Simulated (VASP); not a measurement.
Set up this calculation in VASP 6.6.1, as the native input.

* Task: G0W0 quasiparticle levels
* Functional: r2SCAN
* Potentials or basis: VASP PAW PBE potentials, release 64 (K_sv_GW, I_GW)
* Cutoff: 500 eV
* k mesh: 4 × 4 × 4
* Occupations: gaussian, width 0.01 eV
* Spin: no spin polarisation
* Dipole correction: no
* GW scheme: G0W0
* GW iterations: 1
* Cutoff of the response function: 140
* Frequency points: 96
* Empty bands: 335
* Further INCAR settings: ALGO = EVGW0; EDIFF = 1e-08; NBANDS = 343

KI:

```
CELL_PARAMETERS angstrom
0.00000 3.54457 3.54457
3.54457 0.00000 3.54457
3.54457 3.54457 0.00000
ATOMIC_POSITIONS crystal
K 0.00000 0.00000 0.00000
I 0.50000 0.50000 0.50000
```

One way to write it, as run:

POSCAR

```
KI
1.0
    0.0000000000      3.5445661619      3.5445661619
    3.5445661619      0.0000000000      3.5445661619
    3.5445661619      3.5445661619      0.0000000000
K I
1 1
Direct
    0.0000000000      0.0000000000      0.0000000000
    0.5000000000      0.5000000000      0.5000000000
```

INCAR.step1

```
ALGO = Normal
EDIFF = 1E-8
ENCUT = 500
ISMEAR = 0
LASPH = T
LCHARG = F
LMIXTAU = T
LREAL = F
LWAVE = T
METAGGA = R2SCAN
NELM = 60
PREC = Accurate
SIGMA = 0.01
```

INCAR.step2

```
ALGO = Exact
EDIFF = 1E-8
ENCUT = 500
ISMEAR = 0
ISTART = 1
LASPH = T
LCHARG = F
LMIXTAU = T
LOPTICS = T
LREAL = F
LWAVE = T
METAGGA = R2SCAN
NBANDS = 343
NELM = 1
PREC = Accurate
SIGMA = 0.01
```

INCAR.step3

```
ALGO = EVGW0
EDIFF = 1E-8
ENCUT = 500
ENCUTGW = 140.0
ISMEAR = 0
ISTART = 1
LASPH = T
LCHARG = F
LMIXTAU = T
LREAL = F
LWAVE = F
METAGGA = R2SCAN
NBANDS = 343
NBANDSGW = 16
NELMGW = 1
NOMEGA = 96
OMEGAMAX = 20
PREC = Accurate
PRECFOCK = Fast
SIGMA = 0.01
```

KPOINTS

```
k-points
0
Gamma
  4 4 4
```

Potentials or basis: VASP PAW PBE potentials, release 64 (K_sv_GW, I_GW).

Command:

```console
$ cat potpaw_PBE.64/K_sv_GW/POTCAR potpaw_PBE.64/I_GW/POTCAR > POTCAR
$ cp INCAR.step1 INCAR
$ mpirun -np 1 vasp_std > vasp.out
$ cp INCAR.step2 INCAR
$ mpirun -np 1 vasp_std > vasp.out
$ cp INCAR.step3 INCAR
$ mpirun -np 1 vasp_std > vasp.out
```

Results of the run:

The quasiparticle gap is 6.48 eV. The least direct quasiparticle gap is 6.48 eV and the band gap of the starting levels on the mesh is 4.58 eV. The least direct gap of the starting levels on the mesh is 4.58 eV.

Caveat: the k points lie up to 0.38 Å⁻¹ apart; bands, screening cutoff and mesh are small and nothing is extrapolated, so the quasiparticle values aren't converged; spin-orbit coupling is left out, which moves the levels of the heavy elements.

Run time: 19 min on 1 thread of Intel(R) Xeon(R) Platinum 8259CL CPU @ 2.50GHz (Skylake/Cascade Lake), on a shared host, peak memory 1.4 GiB.
